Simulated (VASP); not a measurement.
# C (Fd-3m) in VASP: a series of runs

Runs on C. Level: PBE. Tasks: single point.

Everything below comes from runs of VASP 6.6.1. Logs are shortened: lines on timing, memory, paths and dates and some standing lists are left out, and cuts for length are marked.

**1. The cell of the first run**

It takes space group Fd-3m (No. 227, cubic). Conventional cell: a = 3.572 Å, b = 3.572 Å, c = 3.572 Å, α = 90.00°, β = 90.00°, γ = 90.00°. C (site symmetry -43m) has 4 C at 1.55 Å within 2.1 Å.

**2. Single point, PBE**

Contents of INCAR:

```
SYSTEM = C
PREC = Accurate ; ENCUT = 600
EDIFF = 1E-6 ; ISMEAR = -1
SIGMA = 0.1 ; LREAL = .False.
LASPH = .True. ; NELM = 120
ALGO = Normal ; ISIF = 2
LWAVE = .False. ; LCHARG = .True.
GGA = PE ; LELF = .True.
LVHAR = .True. ; NBANDS = 26
GGA_COMPAT = .False.
```

Contents of KPOINTS:

```
regular mesh
0
Gamma
  2 2 2
  0 0 0
```

Contents of POSCAR:

```
C
1.0
    3.5721443600      0.0000000000      0.0000000000
    0.0000000000      3.5721443600      0.0000000000
    0.0000000000      0.0000000000      3.5721443600
C
8
Direct
    0.5000000000      0.5000000000      0.0000000000
    0.0000000000      0.0000000000      0.0000000000
    0.5000000000      0.0000000000      0.5000000000
    0.0000000000      0.5000000000      0.5000000000
    0.7500000000      0.2500000000      0.2500000000
    0.2500000000      0.7500000000      0.2500000000
    0.7500000000      0.7500000000      0.7500000000
    0.2500000000      0.2500000000      0.7500000000
```

Potentials or basis: VASP PAW PBE potentials, release 64 (C).

Started as:

```bash
> cat potpaw_PBE.64/C/POTCAR > POTCAR
> mpirun -np 1 vasp_std > vasp.out
```

OUTCAR:

```text
SYSTEM = C
   PREC = Accurate
   ENCUT = 600
   EDIFF = 1E-6
   ISMEAR = -1
   LREAL = .False.
   LASPH = .True.
   NELM = 120
   ISIF = 2
   GGA = PE

 ion  position               nearest neighbor table
   1  0.500  0.500  0.000-   5 1.55   6 1.55   7 1.55   8 1.55
   2  0.000  0.000  0.000-   5 1.55   6 1.55   7 1.55   8 1.55
   3  0.500  0.000  0.500-   5 1.55   6 1.55   7 1.55   8 1.55
   4  0.000  0.500  0.500-   5 1.55   6 1.55   7 1.55   8 1.55
   5  0.750  0.250  0.250-   1 1.55   2 1.55   3 1.55   4 1.55
   6  0.250  0.750  0.250-   1 1.55   2 1.55   3 1.55   4 1.55
   7  0.750  0.750  0.750-   1 1.55   2 1.55   3 1.55   4 1.55
   8  0.250  0.250  0.750-   1 1.55   2 1.55   3 1.55   4 1.55

  LATTYP: Found a simple cubic cell.
 ALAT       =     3.5721443600

  Lattice vectors:

 A1 = (   3.5721443600,   0.0000000000,   0.0000000000)
 A2 = (   0.0000000000,   3.5721443600,   0.0000000000)
 A3 = (   0.0000000000,   0.0000000000,   3.5721443600)

Analysis of symmetry for initial positions (statically):
=====================================================================
 Subroutine PRICEL returns following result:

  LATTYP: Found a face centered cubic cell.
 ALAT       =     3.5721443600

  Lattice vectors:

 A1 = (   1.7860721800,  -1.7860721800,   0.0000000000)
 A2 = (   1.7860721800,   0.0000000000,   1.7860721800)
 A3 = (   0.0000000000,  -1.7860721800,   1.7860721800)

   4 primitive cells build up your supercell.

 Routine SETGRP: Setting up the symmetry group for a
 simple cubic supercell.

 Subroutine GETGRP returns: Found 48 space group operations
 (whereof 24 operations were pure point group operations)
 out of a pool of 48 trial point group operations.

The static configuration has the point symmetry T_d .
 The point group associated with its full space group is O_h .

Analysis of symmetry for dynamics (positions and initial velocities):
=====================================================================
 Subroutine PRICEL returns following result:

  LATTYP: Found a face centered cubic cell.
 ALAT       =     3.5721443600

  Lattice vectors:

 A1 = (   1.7860721800,  -1.7860721800,   0.0000000000)
 A2 = (   1.7860721800,   0.0000000000,   1.7860721800)
 A3 = (   0.0000000000,  -1.7860721800,   1.7860721800)

   4 primitive cells build up your supercell.

 Routine SETGRP: Setting up the symmetry group for a
 simple cubic supercell.

 Subroutine GETGRP returns: Found 48 space group operations
 (whereof 24 operations were pure point group operations)
 out of a pool of 48 trial point group operations.

The dynamic configuration has the point symmetry T_d .
 The point group associated with its full space group is O_h .

 Subroutine INISYM returns: Found 48 space group operations
 (whereof 24 operations are pure point group operations),
 and found     4 'primitive' translations

----------------------------------------------------------------------------------------

                                     Primitive cell

  volume of cell :      11.3953

  direct lattice vectors                    reciprocal lattice vectors
     1.786072180 -1.786072180  0.000000000     0.279943893 -0.279943893 -0.279943893
     1.786072180  0.000000000  1.786072180     0.279943893  0.279943893  0.279943893
     0.000000000 -1.786072180  1.786072180    -0.279943893 -0.279943893  0.279943893

  length of vectors
     2.525887500  2.525887500  2.525887500     0.484877047  0.484877047  0.484877047

  position of ions in fractional coordinates (direct lattice)
     1.000000000  0.000000000  0.000000000
     0.250000000  0.250000000  0.250000000

  ion indices of the primitive-cell ions
   primitive index   ion index
                 1           1
                 2           5

----------------------------------------------------------------------------------------

 KPOINTS: regular mesh

Automatic generation of k-mesh.
 Grid dimensions read from file:
 generate k-points for:    2    2    2

 Generating k-lattice:

  Cartesian coordinates                     Fractional coordinates (reciprocal lattice)
     0.139971947  0.000000000  0.000000000     0.500000000  0.000000000  0.000000000
     0.000000000  0.139971947  0.000000000     0.000000000  0.500000000  0.000000000
     0.000000000  0.000000000  0.139971947     0.000000000  0.000000000  0.500000000

  Length of vectors
     0.139971947  0.139971947  0.139971947

  Shift w.r.t. Gamma in fractional coordinates (k-lattice)
     0.000000000  0.000000000  0.000000000

 Subroutine IBZKPT returns following result:
 ===========================================

 Found      4 irreducible k-points:

 Following reciprocal coordinates:
            Coordinates               Weight
  0.000000  0.000000  0.000000      1.000000
  0.500000  0.000000  0.000000      3.000000
  0.500000  0.500000  0.000000      3.000000
  0.500000  0.500000  0.500000      1.000000
   k-points           NKPTS =      4   k-points in BZ     NKDIM =      4   number of bands    NBANDS=     26
   number of dos      NEDOS =    301   number of ions     NIONS =      8
   total plane-waves  NPLWV =  27000
   dimension x,y,z NGX =    30 NGY =   30 NGZ =   30
   dimension x,y,z NGXF=    60 NGYF=   60 NGZF=   60
   ions per type =               8
   NGX,Y,Z   is equivalent  to a cutoff of  13.96, 13.96, 13.96 a.u.
   NGXF,Y,Z  is equivalent  to a cutoff of  27.92, 27.92, 27.92 a.u.
 SYSTEM =  C
   PREC   = accura    normal or accurate (medium, high low for compatibility)
   ISTART =      0    job   : 0-new  1-cont  2-samecut
   ICHARG =      2    charge: 1-file 2-atom 10-const
   ISPIN  =      1    spin polarized calculation?
   LNONCOLLINEAR =      F non collinear calculations
   LSORBIT =      F    spin-orbit coupling
   LASPH  =      T    aspherical Exc in radial PAW
   ENCUT  =  600.0 eV  44.10 Ry    6.64 a.u.   7.13  7.13  7.13*2*pi/ulx,y,z
   NELM   =    120;   NELMIN=  2; NELMDL= -5     # of ELM steps
   EDIFF  = 0.1E-05   stopping-criterion for ELM
   LREAL  =      F    real-space projection
   EDIFFG = 0.1E-04   stopping-criterion for IOM
   NSW    =      0    number of steps for IOM
   IBRION =     -1    ionic relax: 0-MD 1-quasi-New 2-CG
   NFREE  =      0    steps in history (QN), initial steepest desc. (CG)
   ISIF   =      2    stress and relaxation
   ISYM   =      2    0-nonsym 1-usesym 2-fastsym
   POTIM  = 0.5000    time-step for ionic-motion
   TEBEG  =    0.0;   TEEND  =   0.0 temperature during run
   PSTRESS=    0.0 pullay stress
   NELECT =      32.0000    total number of electrons
   NUPDOWN=      -1.0000    fix difference up-down
   EMIN   =  10.00;   EMAX   =-10.00  energy-range for DOS
   EFERMI =   0.00;   METHOD = LEGACY
   ISMEAR =    -1;   SIGMA  =   0.10  broadening in eV -4-tet -1-fermi 0-gaus
   EFERMI_NEDOS =   21; number of points for ismear=-14 and -15
   IALGO  =     38    algorithm
   IMIX   =      4    mixing-type and parameters
     AMIX     =   0.40;   BMIX     =  1.00
     AMIX_MAG =   1.60;   BMIX_MAG =  1.00
  volume/ion in A,a.u.               =       5.70        38.45
  Fermi-wavevector in a.u.,A,eV,Ry     =   1.454998  2.749548 28.803807  2.117020
  Thomas-Fermi vector in A             =   2.572084
   LORBIT       =      0    0 simple, 1 ext, 2 COOP (PROOUT), +10 PAW based schemes
   GGA     = PE    functional components
   LHFCALC =     F    Hartree Fock is set to
   AEXX    =    0.0000 exact exchange contribution
   IVDW    =     0    specifies the selected vdW correction
   LEPSILON=     F    determine dielectric tensor
   LRPA    =     F    only Hartree local field effects (RPA)
 non-spin polarized calculation
  energy-cutoff  :      600.00
  volume of cell :       45.58
 maximum number of plane-waves:      1568
 NGX is ok and might be reduce to    30
   NGX = 15   NGY = 15   NGZ = 15

 number of electron      31.9999991 magnetization

 Free energy of the ion-electron system (eV)
  ---------------------------------------------------
  ext. energy  EPLUGINS =         0.00000000
  ---------------------------------------------------
  free energy    TOTEN  =       -72.03368119 eV

  energy without entropy =      -72.03368119  energy(sigma->0) =      -72.03368119

 E-fermi :  11.8943     XC(G=0): -13.2114

 val. band max:        9.7066386179   @ k =   0.0000   0.0000   0.0000
 cond. band min:      14.1227162645   @ k =   0.5000   0.0000   0.0000
 fundamental gap:      4.4160776467
 Fermi energy:        11.8942859197

 k-point     1 :       0.0000    0.0000    0.0000
  band No.  band energies     occupation
      1     -11.7264      2.00000
      2      -3.0374      2.00000
      3      -3.0374      2.00000
      4      -3.0374      2.00000
      5      -3.0374      2.00000
      6      -3.0374      2.00000
[... 18 lines left out ...]
     25      15.2736      0.00000
     26      22.9334      0.00000

 k-point     2 :       0.5000    0.0000    0.0000
  band No.  band energies     occupation
      1      -9.4482      2.00000
      2      -9.4482      2.00000
      3      -2.2512      2.00000
      4      -2.2512      2.00000
      5      -2.2512      2.00000
      6      -2.2512      2.00000
[... 18 lines left out ...]
     25      21.2498      0.00000
     26      21.2500      0.00000

 k-point     3 :       0.5000    0.5000    0.0000
  band No.  band energies     occupation
      1      -7.2717      2.00000
      2      -7.2717      2.00000
      3      -7.2717      2.00000
      4      -7.2717      2.00000
      5       1.0202      2.00000
      6       1.0202      2.00000
[... 18 lines left out ...]
     25      22.0092      0.00000
     26      22.0092      0.00000

 k-point     4 :       0.5000    0.5000    0.5000
  band No.  band energies     occupation
      1      -5.9722      2.00000
      2      -5.9722      2.00000
      3      -5.9722      2.00000
      4      -5.9722      2.00000
      5      -3.6340      2.00000
      6      -3.6340      2.00000
[... 18 lines left out ...]
     25      18.4849      0.00000
     26      18.4849      0.00000

------------------------ aborting loop because EDIFF is reached ----------------------------------------

  FORCE on cell =-STRESS in cart. coord.  units (eV):
  Direction    XX          YY          ZZ          XY          YZ          ZX
  --------------------------------------------------------------------------------------
  -------------------------------------------------------------------------------------
  Total        0.6242544      0.6242544      0.6242544      0.0000000      0.0000000      0.0000000
  in kB       21.9424520     21.9424520     21.9424520      0.0000000      0.0000000      0.0000000
  external PRESSURE =      21.9424520 kB  Pullay stress =       0.0000000 kB

 VOLUME and BASIS-vectors are now :
 -----------------------------------------------------------------------------
  energy-cutoff  :      600.00
  volume of cell :       45.58
      direct lattice vectors                 reciprocal lattice vectors
     3.572144360  0.000000000  0.000000000     0.279943893  0.000000000  0.000000000
     0.000000000  3.572144360  0.000000000     0.000000000  0.279943893  0.000000000
     0.000000000  0.000000000  3.572144360     0.000000000  0.000000000  0.279943893

 POSITION                                       TOTAL-FORCE (eV/Angst)
 -----------------------------------------------------------------------------------
      1.78607      1.78607      0.00000        -0.000000     -0.000000     -0.000000
      0.00000      0.00000      0.00000         0.000000      0.000000     -0.000000
      1.78607      0.00000      1.78607        -0.000000      0.000000     -0.000000
      0.00000      1.78607      1.78607        -0.000000      0.000000     -0.000000
      2.67911      0.89304      0.89304         0.000000      0.000000      0.000000
      0.89304      2.67911      0.89304        -0.000000     -0.000000      0.000000
      2.67911      2.67911      2.67911         0.000000     -0.000000      0.000000
      0.89304      0.89304      2.67911         0.000000     -0.000000      0.000000
 -----------------------------------------------------------------------------------
    total drift:                                0.000000      0.000000     -0.000000

  FREE ENERGIE OF THE ION-ELECTRON SYSTEM (eV)
  ---------------------------------------------------
  free  energy   TOTEN  =       -72.0336811891 eV

  energy  without entropy=      -72.0336811878  energy(sigma->0) =      -72.03368119
```

Run time: 5.5 s. Hardware: 1 thread of AMD EPYC 9R45 (Zen 5), shared host; peak memory 0.12 GiB.

Results:

| Item | Value |
| --- | --- |
| Free energy | -72.0337 eV |
| Pressure | 2.2 GPa |
| Band gap on the k mesh | 4.42 eV |

Levels at points of the mesh, in eV from the valence-band top:
| k point | band 13 | band 14 | band 15 | band 16 | band 17 | band 18 | band 19 | band 20 |
| --- | --- | --- | --- | --- | --- | --- | --- | --- |
| (0.00, 0.00, 0.00) | -6.28 | 0.00 | 0.00 | 0.00 | 4.73 | 4.73 | 4.73 | 4.73 |
| (0.50, 0.00, 0.00) | -4.11 | -4.11 | -4.11 | -4.11 | 4.42 | 4.42 | 10.20 | 10.20 |
| (0.50, 0.50, 0.00) | -3.00 | -3.00 | -3.00 | -3.00 | 7.89 | 7.89 | 7.89 | 7.89 |
| (0.50, 0.50, 0.50) | -2.79 | -2.79 | -2.79 | -2.79 | 8.43 | 8.43 | 8.43 | 8.43 |

Caveat: the k points lie up to 0.88 Å⁻¹ apart. A k mesh can miss the band edges.

**3. Single point, PBE**

Contents of INCAR:

```
PREC = Accurate
ENCUT = 600
EDIFF = 1E-6
ISMEAR = -1
SIGMA = 0.1
LREAL = F
LASPH = T
NELM = 120
ALGO = Normal
ISIF = 2
LWAVE = F
LCHARG = F
GGA = PE
NBANDS = 26
GGA_COMPAT = F
```

Contents of KPOINTS:

```
regular mesh
0
Gamma
  2 2 2
```

POSCAR is that of step 2.

Potentials or basis: VASP PAW PBE potentials, release 64 (C).

Started as:

```bash
> cat potpaw_PBE.64/C/POTCAR > POTCAR
> mpirun -np 1 vasp_std > vasp.out
```

Run time: 5 s. Hardware: 1 thread of AMD EPYC 9R45 (Zen 5), shared host; peak memory 0.12 GiB.

It converged, with:

- Free energy: -72.0337 eV
- Pressure: 2.2 GPa
- Band gap on the k mesh: 4.42 eV

Levels at points of the mesh, in eV from the valence-band top:
| k point | band 12 | band 13 | band 14 | band 15 | band 16 | band 17 | band 18 | band 19 | band 20 | band 21 |
| --- | --- | --- | --- | --- | --- | --- | --- | --- | --- | --- |
| (0.00, 0.00, 0.00) | -6.28 | -6.28 | 0.00 | 0.00 | 0.00 | 4.73 | 4.73 | 4.73 | 4.73 | 4.73 |
| (0.50, 0.00, 0.00) | -4.51 | -4.11 | -4.11 | -4.11 | -4.11 | 4.42 | 4.42 | 10.20 | 10.20 | 10.59 |
| (0.50, 0.50, 0.00) | -7.59 | -3.00 | -3.00 | -3.00 | -3.00 | 7.89 | 7.89 | 7.89 | 7.89 | 9.97 |
| (0.50, 0.50, 0.50) | -2.79 | -2.79 | -2.79 | -2.79 | -2.79 | 8.43 | 8.43 | 8.43 | 8.43 | 8.43 |

Caveat: the k points lie up to 0.88 Å⁻¹ apart. A k mesh can miss the band edges.
